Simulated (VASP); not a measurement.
# Cu12N in VASP: notebook

Cu12N is run at these levels: PBE; tasks: single point.

Everything below comes from runs of VASP 6.6.1. Logs are shortened: lines on timing, memory, paths and dates and some standing lists are left out, and cuts for length are marked.

### Step 1. The cell of the first run

The cell holds a slab with vacuum, 13 atoms: a = 5.133 Å, b = 5.133 Å, c = 19.624 Å, α = 90.00°, β = 90.00°, γ = 120.00°.

### Step 2. Single point, PBE

INCAR

```
PREC = Accurate
ENCUT = 520
EDIFF = 1E-6
ISMEAR = 0
SIGMA = 0.1
LREAL = False
LASPH = True
NELM = 100
ALGO = Normal
ISIF = 2
LWAVE = False
LCHARG = True
LDIPOL = True
IDIPOL = 3
DIPOL = 0.5 0.5 0.322
GGA = PE
LELF = True
LVHAR = True
LVACPOTAV = True
NBANDS = 80
```

KPOINTS

```
regular mesh
0
Gamma
  6 6 1
```

POSCAR

```
Cu12N
1.0
    5.1332392722      0.0000000000      0.0000000000
   -2.5666196361      4.4455156134      0.0000000000
    0.0000000000      0.0000000000     19.6236283438
Cu N
12 1
Direct
    0.3333333333      0.1666666666      0.2038359028
    0.3333333333      0.6666666666      0.2038359028
    0.8333333333      0.1666666666      0.2038359028
    0.8333333333      0.6666666667      0.2038359028
    0.1666666667      0.3333333334      0.3089002490
    0.1666666667      0.8333333333      0.3089002490
    0.6666666667      0.3333333333      0.3089002490
    0.6666666667      0.8333333333      0.3089002490
    0.0000000000      0.0000000000      0.4139717794
    0.0000000000      0.5000000000      0.4139717794
    0.5000000000      0.0000000000      0.4139717794
    0.5000000000      0.5000000000      0.4139717794
    0.0000000000      0.2500000000      0.4761563695
```

Potentials or basis: VASP PAW PBE potentials, release 64 (Cu, N).

Command:

```bash
> cat potpaw_PBE.64/Cu/POTCAR potpaw_PBE.64/N/POTCAR > POTCAR
> mpirun -np 1 vasp_std > vasp.out
```

OUTCAR:

```text
PREC = Accurate
   ENCUT = 520
   EDIFF = 1E-6
   ISMEAR = 0
   LREAL = False
   LASPH = True
   NELM = 100
   ISIF = 2
   GGA = PE

 ion  position               nearest neighbor table
   1  0.333  0.167  0.204-   6 2.54   5 2.54   7 2.54   4 2.57   2 2.57   2 2.57   3 2.57   3 2.57
                             4 2.57
   2  0.333  0.667  0.204-   5 2.54   6 2.54   8 2.54   4 2.57   1 2.57   3 2.57   1 2.57   3 2.57
                             4 2.57
   3  0.833  0.167  0.204-   8 2.54   7 2.54   5 2.54   4 2.57   2 2.57   2 2.57   1 2.57   1 2.57
                             4 2.57
   4  0.833  0.667  0.204-   8 2.54   7 2.54   6 2.54   3 2.57   1 2.57   2 2.57   1 2.57   2 2.57
                             3 2.57
   5  0.167  0.333  0.309-   2 2.54   1 2.54   3 2.54  12 2.54  10 2.54   9 2.54   6 2.57   8 2.57
                             7 2.57   8 2.57   7 2.57   6 2.57
   6  0.167  0.833  0.309-   1 2.54   2 2.54   4 2.54  10 2.54  11 2.54   9 2.54   5 2.57   7 2.57
                             7 2.57   8 2.57   8 2.57   5 2.57
   7  0.667  0.333  0.309-   3 2.54   4 2.54   1 2.54  11 2.54  10 2.54  12 2.54   5 2.57   8 2.57
                             6 2.57   8 2.57   6 2.57   5 2.57
   8  0.667  0.833  0.309-   4 2.54   3 2.54   2 2.54  12 2.54   9 2.54  11 2.54   5 2.57   7 2.57
                             7 2.57   6 2.57   6 2.57   5 2.57
   9  0.000  0.000  0.414-  13 1.77   8 2.54   5 2.54   6 2.54  12 2.57  10 2.57  10 2.57  12 2.57
                            11 2.57  11 2.57
  10  0.000  0.500  0.414-  13 1.77   6 2.54   7 2.54   5 2.54  11 2.57   9 2.57   9 2.57  11 2.57
                            12 2.57  12 2.57
  11  0.500  0.000  0.414-   7 2.54   6 2.54   8 2.54  10 2.57  12 2.57  12 2.57  10 2.57   9 2.57
                             9 2.57
  12  0.500  0.500  0.414-   8 2.54   5 2.54   7 2.54   9 2.57  11 2.57  11 2.57   9 2.57  10 2.57
                            10 2.57
  13  0.000  0.250  0.476-   9 1.77  10 1.77

  LATTYP: Found a hexagonal cell.
 ALAT       =     5.1332392722
 C/A-ratio  =     3.8228547908

  Lattice vectors:

 A1 = (   5.1332392722,   0.0000000000,   0.0000000000)
 A2 = (  -2.5666196361,   4.4455156134,   0.0000000000)
 A3 = (   0.0000000000,   0.0000000000,  19.6236283438)

Analysis of symmetry for initial positions (statically):
=====================================================================
 Subroutine PRICEL returns:
 Original cell was already a primitive cell.

 Routine SETGRP: Setting up the symmetry group for a
 hexagonal supercell.

 Subroutine GETGRP returns: Found  2 space group operations
 (whereof  1 operations were pure point group operations)
 out of a pool of 24 trial point group operations.

The static configuration has the point symmetry C_1 .
 The point group associated with its full space group is C_1h.

Analysis of symmetry for dynamics (positions and initial velocities):
=====================================================================
 Subroutine PRICEL returns:
 Original cell was already a primitive cell.

 Routine SETGRP: Setting up the symmetry group for a
 hexagonal supercell.

 Subroutine GETGRP returns: Found  2 space group operations
 (whereof  1 operations were pure point group operations)
 out of a pool of 24 trial point group operations.

The dynamic configuration has the point symmetry C_1 .
 The point group associated with its full space group is C_1h.

 Subroutine INISYM returns: Found  2 space group operations
 (whereof  1 operations are pure point group operations),
 and found     1 'primitive' translations

----------------------------------------------------------------------------------------

                                     Primitive cell

  volume of cell :     447.8091

  direct lattice vectors                    reciprocal lattice vectors
     5.133239272  0.000000000  0.000000000     0.194808764  0.112472893  0.000000000
    -2.566619636  4.445515613  0.000000000     0.000000000  0.224945785  0.000000000
     0.000000000  0.000000000 19.623628344     0.000000000  0.000000000  0.050958976

  length of vectors
     5.133239272  5.133239272 19.623628344     0.224945785  0.224945785  0.050958976

  position of ions in fractional coordinates (direct lattice)
     0.333333333  0.166666667  0.203835903
     0.333333333  0.666666667  0.203835903
     0.833333333  0.166666667  0.203835903
     0.833333333  0.666666667  0.203835903
[... 51 lines left out ...]

 Following reciprocal coordinates:
            Coordinates               Weight
  0.000000  0.000000  0.000000      1.000000
  0.166667 -0.000000  0.000000      2.000000
  0.000000  0.166667  0.000000      4.000000
  0.333333 -0.000000  0.000000      2.000000
  0.000000  0.333333  0.000000      4.000000
  0.500000  0.000000  0.000000      1.000000
  0.000000  0.500000  0.000000      2.000000
  0.166667  0.166667  0.000000      4.000000
 -0.166667  0.333333  0.000000      2.000000
  0.333333  0.166667  0.000000      4.000000
 -0.166667  0.500000  0.000000      4.000000
  0.500000  0.333333  0.000000      4.000000
  0.333333  0.333333  0.000000      2.000000
   k-points           NKPTS =     13   k-points in BZ     NKDIM =     13   number of bands    NBANDS=     80
   number of dos      NEDOS =    301   number of ions     NIONS =     13
   total plane-waves  NPLWV = 240000
   dimension x,y,z NGX =    40 NGY =   40 NGZ =  150
   dimension x,y,z NGXF=    80 NGYF=   80 NGZF=  300
   ions per type =              12   1
   NGX,Y,Z   is equivalent  to a cutoff of  12.95, 12.95, 12.71 a.u.
   NGXF,Y,Z  is equivalent  to a cutoff of  25.91, 25.91, 25.42 a.u.
 SYSTEM =  unknown system
   PREC   = accura    normal or accurate (medium, high low for compatibility)
   ISTART =      0    job   : 0-new  1-cont  2-samecut
   ICHARG =      2    charge: 1-file 2-atom 10-const
   ISPIN  =      1    spin polarized calculation?
   LNONCOLLINEAR =      F non collinear calculations
   LSORBIT =      F    spin-orbit coupling
   LASPH  =      T    aspherical Exc in radial PAW
   ENCUT  =  520.0 eV  38.22 Ry    6.18 a.u.   9.54  9.54 36.49*2*pi/ulx,y,z
   NELM   =    100;   NELMIN=  2; NELMDL= -5     # of ELM steps
   EDIFF  = 0.1E-05   stopping-criterion for ELM
   LREAL  =      F    real-space projection
   EDIFFG = 0.1E-04   stopping-criterion for IOM
   NSW    =      0    number of steps for IOM
   IBRION =     -1    ionic relax: 0-MD 1-quasi-New 2-CG
   NFREE  =      0    steps in history (QN), initial steepest desc. (CG)
   ISIF   =      2    stress and relaxation
   ISYM   =      2    0-nonsym 1-usesym 2-fastsym
   POTIM  = 0.5000    time-step for ionic-motion
   TEBEG  =    0.0;   TEEND  =   0.0 temperature during run
   PSTRESS=    0.0 pullay stress
   NELECT =     137.0000    total number of electrons
   NUPDOWN=      -1.0000    fix difference up-down
   EMIN   =  10.00;   EMAX   =-10.00  energy-range for DOS
   EFERMI =   0.00;   METHOD = LEGACY
   ISMEAR =     0;   SIGMA  =   0.10  broadening in eV -4-tet -1-fermi 0-gaus
   EFERMI_NEDOS =   21; number of points for ismear=-14 and -15
   IALGO  =     38    algorithm
   IMIX   =      4    mixing-type and parameters
     AMIX     =   0.40;   BMIX     =  1.00
     AMIX_MAG =   1.60;   BMIX_MAG =  1.00
  volume/ion in A,a.u.               =      34.45       232.46
  Fermi-wavevector in a.u.,A,eV,Ry     =   1.103106  2.084569 16.556161  1.216844
  Thomas-Fermi vector in A             =   2.239559
   LORBIT       =      0    0 simple, 1 ext, 2 COOP (PROOUT), +10 PAW based schemes
   GGA     = PE    functional components
   LHFCALC =     F    Hartree Fock is set to
   AEXX    =    0.0000 exact exchange contribution
   IVDW    =     0    specifies the selected vdW correction
   LEPSILON=     F    determine dielectric tensor
   LRPA    =     F    only Hartree local field effects (RPA)
 non-spin polarized calculation
 Gauss-broadening in eV      SIGMA  =   0.10
  energy-cutoff  :      520.00
  volume of cell :      447.81
 maximum number of plane-waves:     12133
 NGX is ok and might be reduce to    40
   NGX = 19   NGY = 19   NGZ = 73

 dipolmoment           0.000000      0.000000     -0.389430 electrons x Angstroem

 number of electron     137.0000021 magnetization

 dipolmoment           0.000000      0.000000      0.163222 electrons x Angstroem

 Free energy of the ion-electron system (eV)
  ---------------------------------------------------
  ext. energy  EPLUGINS =         0.00000000
  ---------------------------------------------------
  free energy    TOTEN  =       -47.30920219 eV

  energy without entropy =      -47.26446468  energy(sigma->0) =      -47.28683344

 E-fermi :  -1.0358     XC(G=0):  -5.1134

 val. band max:       -1.0395124766   @ k =   0.3333  -0.0000   0.0000
 cond. band min:      -1.0200098792   @ k =   0.0000   0.3333   0.0000
 fundamental gap:      0.0195025974
 Fermi energy:        -1.0358118514

 k-point     1 :       0.0000    0.0000    0.0000
  band No.  band energies     occupation
      1     -15.1102      2.00000
      2      -9.6065      2.00000
      3      -7.4948      2.00000
      4      -6.2482      2.00000
      5      -6.2272      2.00000
      6      -6.0606      2.00000
[... 1068 lines left out ...]
     79       3.6441      0.00000
     80       4.7225      0.00000

------------------------ aborting loop because EDIFF is reached ----------------------------------------

  FORCE on cell =-STRESS in cart. coord.  units (eV):
  Direction    XX          YY          ZZ          XY          YZ          ZX
  --------------------------------------------------------------------------------------
  -------------------------------------------------------------------------------------
  Total       -2.7727254     -0.1804914      1.6700554     -2.2449404     -0.0890915     -0.1543116
  in kB       -9.9202925     -0.6457646      5.9751459     -8.0319768     -0.3187528     -0.5520979
  external PRESSURE =      -1.5303037 kB  Pullay stress =       0.0000000 kB

 VOLUME and BASIS-vectors are now :
 -----------------------------------------------------------------------------
  energy-cutoff  :      520.00
  volume of cell :      447.81
      direct lattice vectors                 reciprocal lattice vectors
     5.133239272  0.000000000  0.000000000     0.194808764  0.112472893  0.000000000
    -2.566619636  4.445515613  0.000000000     0.000000000  0.224945785  0.000000000
     0.000000000  0.000000000 19.623628344     0.000000000  0.000000000  0.050958976

 POSITION                                       TOTAL-FORCE (eV/Angst)
 -----------------------------------------------------------------------------------
      1.28331      0.74092      4.00000         0.028834     -0.006723     -0.069695
     -0.00000      2.96368      4.00000         0.008595      0.028332     -0.069695
      3.84993      0.74092      4.00000        -0.031029     -0.017914     -0.087136
      2.56662      2.96368      4.00000         0.010150      0.005860     -0.097247
      0.00000      1.48184      6.06174         0.094947      0.054818     -0.218752
     -1.28331      3.70460      6.06174        -0.076031     -0.043897      0.091661
      2.56662      1.48184      6.06174        -0.050522      0.043697      0.002830
      1.28331      3.70460      6.06174         0.012581     -0.065602      0.002830
      0.00000      0.00000      8.12363         0.648521     -0.986235     -0.149782
     -1.28331      2.22276      8.12363        -0.529844      1.054753     -0.149782
      2.56662      0.00000      8.12363         0.226199      0.130596      0.310865
      1.28331      2.22276      8.12363        -0.239786     -0.138440      0.296970
     -0.64165      1.11138      9.34392        -0.102614     -0.059244      0.136933
 -----------------------------------------------------------------------------------
    total drift:                               -0.000020     -0.000011     -0.006594

  FREE ENERGIE OF THE ION-ELECTRON SYSTEM (eV)
  ---------------------------------------------------
  free  energy   TOTEN  =       -47.3092021939 eV

  energy  without entropy=      -47.2644646834  energy(sigma->0) =      -47.28683344

 vacuum level on the upper side and lower side of the slab         4.994         3.701
```

Run time: 14 min. Hardware: 1 thread of AMD EPYC 9R45 (Zen 5), shared host; peak memory 0.71 GiB.

What came out:

- Free energy: -47.3092 eV
- Largest force: 1.190 eV/Å
- Band gap on the k mesh: zero (an odd number of electrons rules out a gap without spin polarisation)

Forces on the atoms (eV/Å):
```
Cu   0.029 -0.007 -0.070
Cu   0.009  0.028 -0.070
Cu  -0.031 -0.018 -0.087
Cu   0.010  0.006 -0.097
Cu   0.095  0.055 -0.219
Cu  -0.076 -0.044  0.092
Cu  -0.051  0.044  0.003
Cu   0.013 -0.066  0.003
Cu   0.649 -0.986 -0.150
Cu  -0.530  1.055 -0.150
Cu   0.226  0.131  0.311
Cu  -0.240 -0.138  0.297
N   -0.103 -0.059  0.137
```

Levels at points of the mesh, in eV from the Fermi level:
```csv
k point,band 65,band 66,band 67,band 68,band 69,band 70,band 71,band 72
"(0.00, 0.00, 0.00)",-1.14,-0.96,-0.33,-0.02,0.30,0.37,0.75,1.08
"(0.50, 0.00, 0.00)",-1.52,-0.90,-0.49,-0.34,0.03,0.19,0.76,1.44
"(0.00, 0.50, 0.00)",-1.55,-0.89,-0.64,-0.28,0.10,0.23,0.78,1.31
```

With open d or f shells a metallic result of PBE can be an artefact of self-interaction; +U or a hybrid may open a gap.

### Step 3. Single point, PBE

INCAR

```
PREC = Accurate
ENCUT = 520
EDIFF = 1E-7
ISMEAR = 0
SIGMA = 0.1
LREAL = False
LASPH = True
NELM = 80
ALGO = Normal
ISIF = 2
LWAVE = False
LCHARG = True
LDIPOL = True
IDIPOL = 3
DIPOL = 0.5 0.5 0.323
GGA = PE
LELF = True
LVHAR = True
LVACPOTAV = True
NBANDS = 80
```

KPOINTS is that of step 2.

POSCAR

```
Cu12N
1.0
    5.1332392722      0.0000000000      0.0000000000
   -2.5666196361      4.4455156134      0.0000000000
    0.0000000000      0.0000000000     19.6236283438
Cu N
12 1
Direct
    0.3333333333      0.1666666667      0.2038359028
    0.3333333334      0.6666666667      0.2038359028
    0.8333333334      0.1666666667      0.2038359028
    0.8333333333      0.6666666667      0.2038359028
    0.1666666667      0.3333333333      0.3089002490
    0.1666666667      0.8333333333      0.3089002490
    0.6666666666      0.3333333333      0.3089002490
    0.6666666667      0.8333333333      0.3089002490
    0.0000000000      0.0000000000      0.4139717794
    0.0000000000      0.5000000000      0.4139717794
    0.5000000000      0.0000000000      0.4139717794
    0.5000000000      0.5000000000      0.4139717794
    0.0833333334      0.1666666667      0.4908903999
```

Potentials or basis: VASP PAW PBE potentials, release 64 (Cu, N).

Command:

```bash
> cat potpaw_PBE.64/Cu/POTCAR potpaw_PBE.64/N/POTCAR > POTCAR
> mpirun -np 1 vasp_std > vasp.out
```

It took 16 min on 1 thread of AMD EPYC 9R45 (Zen 5), shared host; peak memory 0.71 GiB.

The run converged. Its results:

```
Free energy            : -46.2315 eV
Largest force          : 1.885 eV/Å
Band gap on the k mesh : zero (an odd number of electrons rules out a gap without spin polarisation)
```

Forces in eV/Å, atoms in the order of the input:
```
Cu   0.005 -0.020 -0.074
Cu   0.000  0.027 -0.081
Cu  -0.005 -0.020 -0.074
Cu   0.000  0.030 -0.119
Cu   0.000  0.071 -0.139
Cu  -0.020 -0.071  0.024
Cu   0.000  0.025  0.021
Cu   0.020 -0.071  0.024
Cu   0.000 -1.345 -1.145
Cu   0.289 -0.252  0.619
Cu   0.000 -0.003  0.201
Cu  -0.289 -0.252  0.619
N    0.000  1.881  0.125
```

Levels at points of the mesh, in eV from the Fermi level:
| k point | band 66 | band 67 | band 68 | band 69 | band 70 | band 71 |
| --- | --- | --- | --- | --- | --- | --- |
| (0.00, 0.00, 0.00) | -0.92 | -0.20 | 0.03 | 0.29 | 0.34 | 0.88 |
| (0.50, 0.00, 0.00) | -0.59 | -0.55 | -0.29 | -0.02 | 0.14 | 0.85 |
| (0.00, 0.50, 0.00) | -0.72 | -0.56 | -0.20 | 0.02 | 0.15 | 0.83 |

The gap in the log of VASP goes by the Fermi energy; the results here count the filled bands.